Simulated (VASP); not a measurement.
Si, 4 atoms in the cell. Symmetry: P6_3/mmc, No. 194, hexagonal system. Conventional cell: a = 3.844 Å, b = 3.844 Å, c = 6.306 Å, α = 90.00°, β = 90.00°, γ = 120.00°. Within 3.1 Å of Si (site symmetry 3m) lie 4 Si at 2.36 Å. This isn't the form of Si at room conditions, which is diamond. This cell differs from its parent crystal: strained cell.

```yaml
Program: VASP 6.6.1
Task: relaxation of the atoms
Functional: PBEsol
Potentials_or_basis: VASP PAW PBE potentials, release 64 (Si)
Cutoff: 520 eV
k_mesh: 9 × 9 × 6
Occupations: gaussian, width 0.01 eV
Spin: no spin polarisation
Dipole_correction: no
Further_INCAR_settings: ALGO = Normal; EDIFF = 1e-06; IBRION = 2; EDIFFG = -0.002; NSW = 60
```

Potentials or basis: VASP PAW PBE potentials, release 64 (Si).

The run is started by

```console
$ cat potpaw_PBE.64/Si/POTCAR > POTCAR
$ mpirun -np 1 vasp_std > vasp.out
```

Hardware: 1 thread of Intel Xeon 8259CL (shared host).

Q: Estimate the wall time of this run.

A: Run time: 56 s on 1 thread of Intel Xeon 8259CL, with other jobs on the host, peak memory 0.2 GiB. Counts: scf iterations 19, k points 48, ion steps 3.
